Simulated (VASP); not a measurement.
# Hf (Fm-3m) in VASP: further runs

Hf is run at these levels: PBE; tasks: single point, relaxation of cell and atoms.

All numbers are computed with VASP 6.6.1; they aren't measurements. Logs are shortened: lines on timing, memory, paths and dates and some standing lists are left out, and cuts for length are marked.

## 1. The cell of the first run

The structure is cubic, space group Fm-3m (No. 225). The conventional cell has a = 4.486 Å, b = 4.486 Å, c = 4.486 Å, α = 90.00°, β = 90.00°, γ = 90.00°. Hf (site symmetry m-3m) has 12 Hf at 3.17 Å within 4.2 Å.

## 2. Single point, PBE

The input, INCAR:

```
  PREC = Accurate
  ENCUT = 520
  EDIFF = 1E-6
  ISMEAR = 0
  SIGMA = 0.1
  LREAL = F
  LASPH = T
  NELM = 100
  ALGO = Normal
  ISIF = 2
  LWAVE = F
  LCHARG = F
  GGA = PE
  NBANDS = 11
```

The input, KPOINTS:

```
Automatic mesh
0
Gamma
  16 16 16
```

The input, POSCAR:

```
Hf
1.0
    0.0000000000      2.2430254932      2.2430254932
    2.2430254932      0.0000000000      2.2430254932
    2.2430254932      2.2430254932      0.0000000000
Hf
1
Direct
    0.0000000000      0.0000000000      0.0000000000
```

Potentials or basis: VASP PAW PBE potentials, release 64 (Hf_pv).

On the command line:

```
> cat potpaw_PBE.64/Hf_pv/POTCAR > POTCAR
> mpirun -np 1 vasp_std > vasp.out
```

OUTCAR:

```text
PREC = Accurate
   ENCUT = 520
   EDIFF = 1E-6
   ISMEAR = 0
   LREAL = F
   LASPH = T
   NELM = 100
   ISIF = 2
   GGA = PE

 ion  position               nearest neighbor table
   1  0.000  0.000  0.000-

  LATTYP: Found a face centered cubic cell.
 ALAT       =     4.4860509864

  Lattice vectors:

 A1 = (   0.0000000000,   2.2430254932,   2.2430254932)
 A2 = (   2.2430254932,   0.0000000000,   2.2430254932)
 A3 = (   2.2430254932,   2.2430254932,   0.0000000000)

Analysis of symmetry for initial positions (statically):
=====================================================================
 Subroutine PRICEL returns:
 Original cell was already a primitive cell.

 Routine SETGRP: Setting up the symmetry group for a
 face centered cubic supercell.

 Subroutine GETGRP returns: Found 48 space group operations
 (whereof 48 operations were pure point group operations)
 out of a pool of 48 trial point group operations.

The static configuration has the point symmetry O_h .

Analysis of symmetry for dynamics (positions and initial velocities):
=====================================================================
 Subroutine PRICEL returns:
 Original cell was already a primitive cell.

 Routine SETGRP: Setting up the symmetry group for a
 face centered cubic supercell.

 Subroutine GETGRP returns: Found 48 space group operations
 (whereof 48 operations were pure point group operations)
 out of a pool of 48 trial point group operations.

The dynamic configuration has the point symmetry O_h .

 Subroutine INISYM returns: Found 48 space group operations
 (whereof 48 operations are pure point group operations),
 and found     1 'primitive' translations

----------------------------------------------------------------------------------------

                                     Primitive cell

  volume of cell :      22.5701

  direct lattice vectors                    reciprocal lattice vectors
     0.000000000  2.243025493  2.243025493    -0.222913204  0.222913204  0.222913204
     2.243025493  0.000000000  2.243025493     0.222913204 -0.222913204  0.222913204
     2.243025493  2.243025493  0.000000000     0.222913204  0.222913204 -0.222913204

  length of vectors
     3.172117073  3.172117073  3.172117073     0.386096996  0.386096996  0.386096996

  position of ions in fractional coordinates (direct lattice)
     0.000000000  0.000000000  0.000000000

  ion indices of the primitive-cell ions
   primitive index   ion index
                 1           1

----------------------------------------------------------------------------------------

 KPOINTS: Automatic mesh

Automatic generation of k-mesh.
 Grid dimensions read from file:
 generate k-points for:   16   16   16

 Generating k-lattice:

  Cartesian coordinates                     Fractional coordinates (reciprocal lattice)
    -0.013932075  0.013932075  0.013932075     0.062500000  0.000000000  0.000000000
     0.013932075 -0.013932075  0.013932075     0.000000000  0.062500000  0.000000000
     0.013932075  0.013932075 -0.013932075     0.000000000  0.000000000  0.062500000

  Length of vectors
     0.024131062  0.024131062  0.024131062

  Shift w.r.t. Gamma in fractional coordinates (k-lattice)
     0.000000000  0.000000000  0.000000000

 Subroutine IBZKPT returns following result:
 ===========================================

 Found    145 irreducible k-points:

 Following reciprocal coordinates:
            Coordinates               Weight
  0.000000  0.000000  0.000000      1.000000
  0.062500  0.000000  0.000000      8.000000
  0.125000  0.000000  0.000000      8.000000
  0.187500  0.000000  0.000000      8.000000
  0.250000  0.000000  0.000000      8.000000
  0.312500  0.000000  0.000000      8.000000
[... 16 lines left out ...]
 -0.125000  0.062500  0.000000     24.000000
 -0.062500  0.062500  0.000000     12.000000
 [... further k-points ...]
   k-points           NKPTS =    145   k-points in BZ     NKDIM =    145   number of bands    NBANDS=     11
   number of dos      NEDOS =    301   number of ions     NIONS =      1
   total plane-waves  NPLWV =  13824
   dimension x,y,z NGX =    24 NGY =   24 NGZ =   24
   dimension x,y,z NGXF=    48 NGYF=   48 NGZF=   48
   ions per type =               1
   NGX,Y,Z   is equivalent  to a cutoff of  12.58, 12.58, 12.58 a.u.
   NGXF,Y,Z  is equivalent  to a cutoff of  25.16, 25.16, 25.16 a.u.
 SYSTEM =  unknown system
   PREC   = accura    normal or accurate (medium, high low for compatibility)
   ISTART =      0    job   : 0-new  1-cont  2-samecut
   ICHARG =      2    charge: 1-file 2-atom 10-const
   ISPIN  =      1    spin polarized calculation?
   LNONCOLLINEAR =      F non collinear calculations
   LSORBIT =      F    spin-orbit coupling
   LASPH  =      T    aspherical Exc in radial PAW
   ENCUT  =  520.0 eV  38.22 Ry    6.18 a.u.   5.90  5.90  5.90*2*pi/ulx,y,z
   NELM   =    100;   NELMIN=  2; NELMDL= -5     # of ELM steps
   EDIFF  = 0.1E-05   stopping-criterion for ELM
   LREAL  =      F    real-space projection
[... 7 lines left out ...]
   TEBEG  =    0.0;   TEEND  =   0.0 temperature during run
   PSTRESS=    0.0 pullay stress
   NELECT =      10.0000    total number of electrons
   NUPDOWN=      -1.0000    fix difference up-down
   EMIN   =  10.00;   EMAX   =-10.00  energy-range for DOS
   EFERMI =   0.00;   METHOD = LEGACY
   ISMEAR =     0;   SIGMA  =   0.10  broadening in eV -4-tet -1-fermi 0-gaus
   EFERMI_NEDOS =   21; number of points for ismear=-14 and -15
   IALGO  =     38    algorithm
   IMIX   =      4    mixing-type and parameters
     AMIX     =   0.40;   BMIX     =  1.00
     AMIX_MAG =   1.60;   BMIX_MAG =  1.00
  volume/ion in A,a.u.               =      22.57       152.31
  Fermi-wavevector in a.u.,A,eV,Ry     =   1.248046  2.358465 21.192694  1.557619
  Thomas-Fermi vector in A             =   2.382151
   LORBIT       =      0    0 simple, 1 ext, 2 COOP (PROOUT), +10 PAW based schemes
   GGA     = PE    functional components
   LHFCALC =     F    Hartree Fock is set to
   AEXX    =    0.0000 exact exchange contribution
   IVDW    =     0    specifies the selected vdW correction
   LEPSILON=     F    determine dielectric tensor
   LRPA    =     F    only Hartree local field effects (RPA)
 non-spin polarized calculation
 Gauss-broadening in eV      SIGMA  =   0.10
  energy-cutoff  :      520.00
  volume of cell :       22.57
 maximum number of plane-waves:       620
   NGX = 11   NGY = 11   NGZ = 11

 number of electron      10.0000000 magnetization

 number of electron       9.9999999 magnetization

 Free energy of the ion-electron system (eV)
  ---------------------------------------------------
  ext. energy  EPLUGINS =         0.00000000
  ---------------------------------------------------
  free energy    TOTEN  =        -9.85491968 eV

  energy without entropy =       -9.84534129  energy(sigma->0) =       -9.85013049

 E-fermi :   4.6767     XC(G=0): -11.2458

 val. band max:        4.6643000960   @ k =  -0.2500   0.0625   0.0000
 cond. band min:       4.6816630366   @ k =  -0.3125   0.3750   0.1250
 fundamental gap:      0.0173629406
 Fermi energy:         4.6767449410

 k-point     1 :       0.0000    0.0000    0.0000
  band No.  band energies     occupation
      1     -25.3680      2.00000
      2     -25.3680      2.00000
      3     -25.3680      2.00000
      4      -2.5007      2.00000
      5       6.0788      0.00000
      6       6.0788      0.00000
      7       6.0788      0.00000
      8       8.8376      0.00000
      9       8.8376      0.00000
     10      15.9642      0.00000
     11      17.7155      0.00000

 k-point     2 :       0.0625    0.0000    0.0000
  band No.  band energies     occupation
      1     -25.3999      2.00000
      2     -25.3720      2.00000
      3     -25.3720      2.00000
      4      -2.3652      2.00000
      5       5.9389      0.00000
      6       6.1442      0.00000
      7       6.1442      0.00000
      8       8.7654      0.00000
      9       8.7654      0.00000
     10      16.2689      0.00000
     11      17.7149      0.00000

 k-point     3 :       0.1250    0.0000    0.0000
  band No.  band energies     occupation
      1     -25.4899      2.00000
      2     -25.3836      2.00000
      3     -25.3836      2.00000
      4      -1.9731      2.00000
      5       5.5853      0.00000
      6       6.3070      0.00000
      7       6.3070      0.00000
      8       8.6145      0.00000
      9       8.6145      0.00000
     10      17.0232      0.00000
     11      17.7117      0.00000

 k-point     4 :       0.1875    0.0000    0.0000
  band No.  band energies     occupation
      1     -25.6220      2.00000
      2     -25.4007      2.00000
      3     -25.4007      2.00000
      4      -1.3685      2.00000
      5       5.1605      0.00000
      6       6.4516      0.00000
      7       6.4516      0.00000
      8       8.5688      0.00000
      9       8.5688      0.00000
     10      16.8898      0.00000
     11      17.7173      0.00000
[... 239 lines left out ...]
 k-point    22 :      -0.1875    0.0625    0.0000
  band No.  band energies     occupation
      1     -25.6780      2.00000
      2     -25.4369      2.00000
      3     -25.3990      2.00000
      4      -1.0226      2.00000
      5       4.9516      0.00010
      6       6.4078      0.00000
      7       6.5891      0.00000
      8       8.1432      0.00000
      9       9.0640      0.00000
     10      16.8334      0.00000
     11      17.7189      0.00000

 k-point    23 :      -0.1250    0.0625    0.0000
  band No.  band energies     occupation
      1     -25.5430      2.00000
      2     -25.4130      2.00000
      3     -25.3829      2.00000
      4      -1.6786      2.00000
      5       5.3451      0.00000
      6       6.3900      0.00000
      7       6.4457      0.00000
      8       8.2158      0.00000
      9       8.8604      0.00000
     10      17.4893      0.00000
     11      17.7128      0.00000

 k-point    24 :      -0.0625    0.0625    0.0000
  band No.  band energies     occupation
      1     -25.4446      2.00000
      2     -25.3903      2.00000
      3     -25.3734      2.00000
      4      -2.1439      2.00000
      5       5.7188      0.00000
      6       6.2443      0.00000
      7       6.2577      0.00000
      8       8.5001      0.00000
      9       8.8265      0.00000
     10      16.7445      0.00000
     11      17.7137      0.00000

 [... further k-points ...]

------------------------ aborting loop because EDIFF is reached ----------------------------------------

  FORCE on cell =-STRESS in cart. coord.  units (eV):
  Direction    XX          YY          ZZ          XY          YZ          ZX
  --------------------------------------------------------------------------------------
  -------------------------------------------------------------------------------------
  Total       -0.0717634     -0.0717634     -0.0717634      0.0000000      0.0000000     -0.0000000
  in kB       -5.0942586     -5.0942586     -5.0942586      0.0000000      0.0000000     -0.0000000
  external PRESSURE =      -5.0942586 kB  Pullay stress =       0.0000000 kB

 VOLUME and BASIS-vectors are now :
 -----------------------------------------------------------------------------
  energy-cutoff  :      520.00
  volume of cell :       22.57
      direct lattice vectors                 reciprocal lattice vectors
     0.000000000  2.243025493  2.243025493    -0.222913204  0.222913204  0.222913204
     2.243025493  0.000000000  2.243025493     0.222913204 -0.222913204  0.222913204
     2.243025493  2.243025493  0.000000000     0.222913204  0.222913204 -0.222913204

 POSITION                                       TOTAL-FORCE (eV/Angst)
 -----------------------------------------------------------------------------------
      0.00000      0.00000      0.00000         0.000000      0.000000      0.000000
 -----------------------------------------------------------------------------------
    total drift:                               -0.000000      0.000000     -0.000000

  FREE ENERGIE OF THE ION-ELECTRON SYSTEM (eV)
  ---------------------------------------------------
  free  energy   TOTEN  =        -9.8549196839 eV

  energy  without entropy=       -9.8453412863  energy(sigma->0) =       -9.85013049
```

Wall time 15 s (1 thread of Intel Xeon Platinum 8259CL at 2.50GHz (Skylake/Cascade Lake), shared host); peak memory 0.16 GiB.

What came out:

```
Free energy            : -9.8549 eV
Pressure               : -0.5 GPa
Band gap on the k mesh : zero (band 5 reaches 6.08 eV, above the bottom of band 6 at 4.29 eV)
```

Caveat: spin-orbit coupling is left out, which moves the levels of the heavy elements.

## 3. Relaxation of cell and atoms, PBE

The input, INCAR:

```
ALGO = Normal ; EDIFF = 1E-6
EDIFFG = -0.01 ; ENCUT = 600
GGA = PE ; IBRION = 2
ISIF = 3 ; ISMEAR = 0
LASPH = True ; LCHARG = False
LREAL = False ; LWAVE = False
NELM = 80 ; NSW = 80
PREC = Accurate ; SIGMA = 0.1
```

The input, KPOINTS:

```
k-points
0
Gamma
  16 16 16
```

POSCAR is that of step 2.

Potentials or basis: VASP PAW PBE potentials, release 64 (Hf_pv).

On the command line:

```
> cat potpaw_PBE.64/Hf_pv/POTCAR > POTCAR
> mpirun -np 1 vasp_std > vasp.out
```

Run time: 61 s. Hardware: 1 thread of Intel Xeon Platinum 8259CL at 2.50GHz (Skylake/Cascade Lake), shared host; peak memory 0.19 GiB.

Results (log left out):

```
Free energy                            : -9.8553 eV
Relaxed volume                         : 22.45 Å³/atom
Relaxed cell                           : a = 3.167 Å, b = 3.167 Å, c = 3.167 Å, α = 60.00°, β = 60.00°, γ = 60.00°
Space group after relaxing (to 0.05 Å) : Fm-3m (No. 225)
Energy gained by relaxing              : 0.2 meV/atom
Ionic steps                            : 3
Pressure after relaxing                : 0.0 GPa
Band gap on the k mesh                 : zero (band 5 reaches 6.12 eV, above the bottom of band 6 at 4.32 eV)
```

The path:
```tsv
step	energy change (eV)	largest force (eV/Å)	pressure (GPa)	volume (Å³)
1	0.0000	0.0000	-0.50	22.57
2	0.0000	0.0000	0.52	22.34
3	-0.0002	0.0000	0.01	22.45
```

Final structure:
```
CELL_PARAMETERS angstrom
0.00000 2.23921 2.23921
2.23921 0.00000 2.23921
2.23921 2.23921 0.00000
ATOMIC_POSITIONS crystal
Hf 0.00000 0.00000 0.00000
```

Levels at points of the mesh, in eV from the Fermi level:
```csv
k point,band 1,band 2,band 3,band 4,band 5,band 6,band 7,band 8,band 9
"(0.00, 0.00, 0.00)",-30.03,-30.03,-30.03,-7.19,1.40,1.40,1.40,4.18,4.18
"(0.50, 0.00, 0.00)",-30.83,-30.13,-30.13,-3.62,0.57,1.19,1.19,6.28,6.28
"(0.50, 0.50, 0.00)",-30.78,-30.31,-30.31,-3.23,-2.11,2.50,6.30,6.90,6.90
```

Caveat: spin-orbit coupling is left out, which moves the levels of the heavy elements.
